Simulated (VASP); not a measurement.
# Li7H6Br2O6 (a cell with a defect) in VASP: notebook, part 2 of 2

VASP 6.6.1.

**3. Single point, PBE**

INCAR reads:

```
SYSTEM = Li7H6Br2O6
PREC = Accurate
ENCUT = 520
EDIFF = 1E-6
ISMEAR = -1
SIGMA = 0.002
LREAL = Auto
LASPH = .TRUE.
NELM = 80
ALGO = Normal
ISIF = 2
LWAVE = .FALSE.
LCHARG = .FALSE.
GGA = PE
NBANDS = 54
NELECT = 78.0
```

KPOINTS reads:

```
regular mesh
0
G
  2 1 1
  0 0 0
```

POSCAR reads:

```
Li7H6Br2O6
1.0
    5.5961000000      0.0000000000      0.0000000000
    0.0000000000      7.8078690000      0.0000000000
   -0.4693480000      0.0000000000      6.6744480000
Li H Br O
7 6 2 6
Direct
    0.8577544782      0.7564804174      0.0336207579
    0.4923563950      0.3939487202      0.7032641501
    0.6397899165      0.0335558909      0.9104722967
    0.5663979606      0.7708121128      0.2783001680
    0.2794638332      0.9832516401      0.1331795528
    0.3058228600      0.5551194571      0.1012368364
    0.1311517123      0.2292943183      0.9023967225
    0.7187922118      0.4543493237      0.2359296229
    0.8135768408     -0.0437635416      0.2828548518
    0.7339844490      0.2243505878      0.6062673647
    0.0895200560      0.6824525360      0.3052387254
    0.1607725400      0.9608895846      0.7676589884
    0.0972545444      0.5505727619      0.7690373796
    0.8419751645      0.7377172952      0.6885663054
    0.1723629704      0.2457648816      0.2969234310
    0.6975140440      0.9498366328      0.1639686158
    0.6627097204      0.5630729716      0.1693623203
    0.7619055399      0.2170502604      0.7444360942
    0.1915382643      0.7558400378      0.2168269196
    0.2105718866      0.4699617783      0.8309001733
    0.2660699139      0.0260762572      0.8587526639
```

Potentials or basis: VASP PAW PBE potentials, release 64 (Li_sv, H, Br, O).

Run with:

```
$ cat potpaw_PBE.64/Li_sv/POTCAR potpaw_PBE.64/H/POTCAR potpaw_PBE.64/Br/POTCAR potpaw_PBE.64/O/POTCAR > POTCAR
$ mpirun -np 1 vasp_std > vasp.out
```

OUTCAR:

```text
SYSTEM = Li7H6Br2O6
   PREC = Accurate
   ENCUT = 520
   EDIFF = 1E-6
   ISMEAR = -1
   LREAL = Auto
   LASPH = .TRUE.
   NELM = 80
   ISIF = 2
   GGA = PE
   NELECT = 78.0

 ion  position               nearest neighbor table
   1  0.858  0.756  0.034-  16 1.99  17 2.11  19 2.16  14 2.31   4 2.39   3 2.59
   2  0.492  0.394  0.703-  20 1.94  18 2.05
   3  0.640  0.034  0.910-  16 1.83  18 1.96  21 2.10   1 2.59
   4  0.566  0.771  0.278-  16 1.78  17 1.87  19 2.11   1 2.39   5 2.46   6 2.47
   5  0.279  0.983  0.133-  21 1.86  19 1.94  15 2.42   4 2.46   7 2.57
   6  0.306  0.555  0.101-  19 1.88  20 1.97  17 2.02   4 2.47
   7  0.131  0.229  0.902-  21 1.79  20 2.00  18 2.26   5 2.57  15 2.64
   8  0.719  0.454  0.236-  17 1.00
   9  0.814  0.956  0.283-  16 0.99
  10  0.734  0.224  0.606-  18 0.93
  11  0.090  0.682  0.305-  19 1.03
  12  0.161  0.961  0.768-  21 0.96
  13  0.097  0.551  0.769-  20 0.97
  14  0.842  0.738  0.689-   1 2.31
  15  0.172  0.246  0.297-   5 2.42   7 2.64
  16  0.698  0.950  0.164-   9 0.99   4 1.78   3 1.83   1 1.99
  17  0.663  0.563  0.169-   8 1.00   4 1.87   6 2.02   1 2.11
  18  0.762  0.217  0.744-  10 0.93   3 1.96   2 2.05   7 2.26
  19  0.192  0.756  0.217-  11 1.03   6 1.88   5 1.94   4 2.11   1 2.16
  20  0.211  0.470  0.831-  13 0.97   2 1.94   6 1.97   7 2.00
  21  0.266  0.026  0.859-  12 0.96   7 1.79   5 1.86   3 2.10

  LATTYP: Found a simple monoclinic cell.
 ALAT       =     5.5961000000
 B/A-ratio  =     1.3952340023
 C/A-ratio  =     1.1956415993
 COS(beta)  =    -0.0701469008

  Lattice vectors:

 A1 = (   5.5961000000,   0.0000000000,   0.0000000000)
 A2 = (   0.0000000000,   7.8078690000,   0.0000000000)
 A3 = (  -0.4693480000,   0.0000000000,   6.6744480000)

Analysis of symmetry for initial positions (statically):
=====================================================================
 Subroutine PRICEL returns:
 Original cell was already a primitive cell.
[... 166 lines left out ...]
   LEPSILON=     F    determine dielectric tensor
   LRPA    =     F    only Hartree local field effects (RPA)
 non-spin polarized calculation
  energy-cutoff  :      520.00
  volume of cell :      291.63
 maximum number of plane-waves:      7861
 NGX is ok and might be reduce to    42
   NGX = 21   NGY = 29   NGZ = 25

 number of electron      78.0000007 magnetization

 Free energy of the ion-electron system (eV)
  ---------------------------------------------------
  ext. energy  EPLUGINS =         0.00000000
  ---------------------------------------------------
  free energy    TOTEN  =       -96.32727044 eV

  energy without entropy =      -96.32727044  energy(sigma->0) =      -96.32727044

 E-fermi :  -1.2294     XC(G=0):  -7.4459

 val. band max:       -1.2856840898   @ k =   0.5000   0.0000   0.0000
 cond. band min:       2.2661434811   @ k =   0.0000   0.0000   0.0000
 fundamental gap:      3.5518275709
 Fermi energy:        -1.2293594909

 k-point     1 :       0.0000    0.0000    0.0000
  band No.  band energies     occupation
      1     -45.4788      2.00000
      2     -45.1469      2.00000
      3     -44.9717      2.00000
      4     -44.9385      2.00000
      5     -44.6320      2.00000
      6     -44.2642      2.00000
[... 43 lines left out ...]
     50       6.8669      0.00000
     51       7.0749      0.00000

 k-point     2 :       0.5000    0.0000    0.0000
  band No.  band energies     occupation
      1     -45.4788      2.00000
      2     -45.1467      2.00000
      3     -44.9722      2.00000
      4     -44.9381      2.00000
      5     -44.6320      2.00000
      6     -44.2642      2.00000
[... 43 lines left out ...]
     50       7.1860      0.00000
     51       7.6736      0.00000
 [bands above 51 left out]

------------------------ aborting loop because EDIFF is reached ----------------------------------------

  FORCE on cell =-STRESS in cart. coord.  units (eV):
  Direction    XX          YY          ZZ          XY          YZ          ZX
  --------------------------------------------------------------------------------------
  -------------------------------------------------------------------------------------
  Total       -0.0019671      4.8711950      4.3633999     -1.8292201      1.4220292     -1.0901929
  in kB       -0.0108070     26.7616422     23.9718893    -10.0494714      7.8124233     -5.9893625
  external PRESSURE =      16.9075748 kB  Pullay stress =       0.0000000 kB

 VOLUME and BASIS-vectors are now :
 -----------------------------------------------------------------------------
  energy-cutoff  :      520.00
  volume of cell :      291.63
      direct lattice vectors                 reciprocal lattice vectors
     5.596100000  0.000000000  0.000000000     0.178695877  0.000000000  0.012565916
     0.000000000  7.807869000  0.000000000     0.000000000  0.128075919  0.000000000
    -0.469348000  0.000000000  6.674448000     0.000000000  0.000000000  0.149825124

 POSITION                                       TOTAL-FORCE (eV/Angst)
 -----------------------------------------------------------------------------------
      4.78430      5.90650      0.22440         0.260555     -0.593943      0.778608
      2.42520      3.07590      4.69390        -0.110782      0.011443      0.657424
      3.15300      0.26200      6.07690        -0.336818      0.657748     -0.999059
      3.03900      6.01840      1.85750        -0.717434     -1.091420      0.680543
      1.50140      7.67710      0.88890        -0.029788     -0.422287      0.064561
      1.66390      4.33430      0.67570         0.436085     -0.566448     -0.616480
[... 13 lines left out ...]
      0.78840      3.66940      5.54580         1.538179     -0.859012      0.685218
      1.08590      0.20360      5.73170         0.890766     -0.048009      0.869959
 -----------------------------------------------------------------------------------
    total drift:                                0.008347     -0.013231      0.011367

  FREE ENERGIE OF THE ION-ELECTRON SYSTEM (eV)
  ---------------------------------------------------
  free  energy   TOTEN  =       -96.3272704431 eV

  energy  without entropy=      -96.3272704431  energy(sigma->0) =      -96.32727044
```

stdout:

```text
POSCAR found type information on POSCAR LiH BrO
 POSCAR found :  4 types and      21 ions
 scaLAPACK will be used
 LDA part: xc-table for (Slater+PW92), standard interpolation
 POSCAR, INCAR and KPOINTS ok, starting setup
 FFT: planning ... GRIDC
 FFT: planning ... GRID_SOFT
 FFT: planning ... GRID
 WAVECAR not read
 entering main loop
 the old and the new charge density differ
 old charge density:    77.00000 new   78.00000
    0.216E+01
```

Wall time 79 s (1 thread of Intel Xeon Platinum 8259CL at 2.50GHz (Skylake/Cascade Lake), shared host); peak memory 0.35 GiB.

What came out:

```
Free energy   : -96.3273 eV
Largest force : 3.004 eV/Å
```

Forces on the atoms (eV/Å):
```
Li   0.261 -0.594  0.779
Li  -0.111  0.011  0.657
Li  -0.337  0.658 -0.999
Li  -0.717 -1.091  0.681
Li  -0.030 -0.422  0.065
Li   0.436 -0.566 -0.616
Li  -0.922  1.059 -0.741
H   -0.190  1.238 -0.754
H   -0.345  0.583 -0.855
H    0.354 -0.403 -2.551
H    1.245  1.475 -0.784
H   -0.026 -0.268 -0.287
H   -0.168 -0.113 -0.223
Br  -0.711  0.502 -0.985
Br   0.077  0.352  0.201
O    0.344 -0.160  0.516
O    0.083 -0.561  0.607
O   -0.654  0.273  2.919
O   -1.017 -1.063  0.816
O    1.538 -0.859  0.685
O    0.891 -0.048  0.870
```

Caveat: the k points lie up to 0.94 Å⁻¹ apart, too coarse for converged energies, forces and pressures; the cell carries a net charge on a neutralising background, which shifts energy and pressure; the cell is charged against a uniform background, so pressure and absolute levels hang on convention; the cutoff is under 1.25 times the usual one of these potentials, so pressure, stress and relaxed cells hold a basis-set (Pulay) error.

**4. Single point, PBE**

INCAR reads:

```
PREC     = Accurate       # precision mode
ENCUT    = 520            # plane-wave cutoff, eV
EDIFF    = 1E-6           # SCF threshold, eV
ISMEAR   = -1             # smearing method
SIGMA    = 0.002          # smearing width, eV
LREAL    = Auto         
LASPH    = T              # aspherical terms in the spheres
NELM     = 100            # most SCF steps
ALGO     = Normal         # electronic algorithm
ISIF     = 2              # what is computed and relaxed
LWAVE    = F              # write WAVECAR
LCHARG   = F              # write CHGCAR
GGA      = PE             # functional
NBANDS   = 54             # bands
NELECT   = 78.0
```

KPOINTS reads:

```
Automatic mesh
0
Gamma
  2 1 1
```

POSCAR reads:

```
Li7H6Br2O6
1.0
    5.5961000000      0.0000000000      0.0000000000
    0.0000000000      7.8078690000      0.0000000000
   -0.4693480000      0.0000000000      6.6744480000
Li H Br O
7 6 2 6
Direct
    0.8201233814      0.7258702727      0.0666721802
    0.4493731973      0.3397726063      0.6727148073
    0.5852286726      0.0081200133      0.8701393733
    0.5756220163      0.7146380145      0.3394887487
    0.3439665370      0.9653210114      0.1390676802
    0.2932205792      0.5319633308      0.0822240281
    0.0325497689      0.2440614718      0.8638617006
    0.7262923219      0.4563088853      0.1644930038
    0.6352203776      0.0379232797      0.2095604011
    0.7484163255      0.1788836365      0.6162007705
    0.1262473625      0.8136278926      0.3050889002
    0.1924659201      0.9366832358      0.8127413683
    0.1340631475      0.5170937166      0.7585646034
    0.8270118893      0.7431220990      0.6876373896
    0.1560942708      0.2457136512      0.2996053007
    0.6531217762      0.9237091452      0.1613616587
    0.6480120360      0.5687595425      0.1596686348
    0.7112182903      0.2125419881      0.7571112997
    0.1767664489      0.7520489906      0.1917611764
    0.2284642055      0.4262750822      0.8281883386
    0.2938508669      0.0302643397      0.8770013640
```

Run with:

```
$ cat potpaw_PBE.64/Li_sv/POTCAR potpaw_PBE.64/H/POTCAR potpaw_PBE.64/Br/POTCAR potpaw_PBE.64/O/POTCAR > POTCAR
$ mpirun -np 1 vasp_std > vasp.out
```

Wall time 79 s (1 thread of Intel Xeon Platinum 8259CL at 2.50GHz (Skylake/Cascade Lake), shared host); peak memory 0.35 GiB.

It converged, with:

- Free energy: -96.6267 eV
- Largest force: 3.274 eV/Å

Forces on the atoms (eV/Å):
```
Li   1.147  1.107 -0.270
Li  -0.195 -0.195  0.195
Li   1.869 -0.016 -0.210
Li  -0.290  0.799  0.240
Li  -1.668 -0.410 -0.396
Li   0.335  0.219  0.213
Li   0.304 -0.661  0.112
H   -0.267  0.537  0.082
H    0.993  0.872  0.623
H   -0.154  0.274  1.530
H   -0.700 -0.010  0.753
H    0.513  1.013  0.573
H    0.049 -0.224  0.076
Br  -0.167  0.069 -0.321
Br   0.137 -0.018  0.271
O    0.448 -0.722 -0.002
O   -0.496 -2.191  0.074
O    0.779 -0.438 -1.766
O    0.641 -0.478 -0.488
O   -0.270  1.031 -0.121
O   -3.008 -0.558 -1.166
```

Levels at points of the mesh, in eV from the Fermi level:
```tsv
k point	band 36	band 37	band 38	band 39	band 40	band 41	band 42	band 43
(0.00, 0.00, 0.00)	-0.65	-0.44	-0.32	-0.11	3.45	5.06	6.34	6.85
(0.50, 0.00, 0.00)	-0.70	-0.56	-0.37	-0.15	5.02	5.19	5.91	6.34
```

Caveat: the k points lie up to 0.94 Å⁻¹ apart, too coarse for converged energies, forces and pressures; the cell carries a net charge on a neutralising background, which shifts energy and pressure; the cell is charged against a uniform background, so pressure and absolute levels hang on convention; the cutoff is under 1.25 times the usual one of these potentials, so pressure, stress and relaxed cells hold a basis-set (Pulay) error.
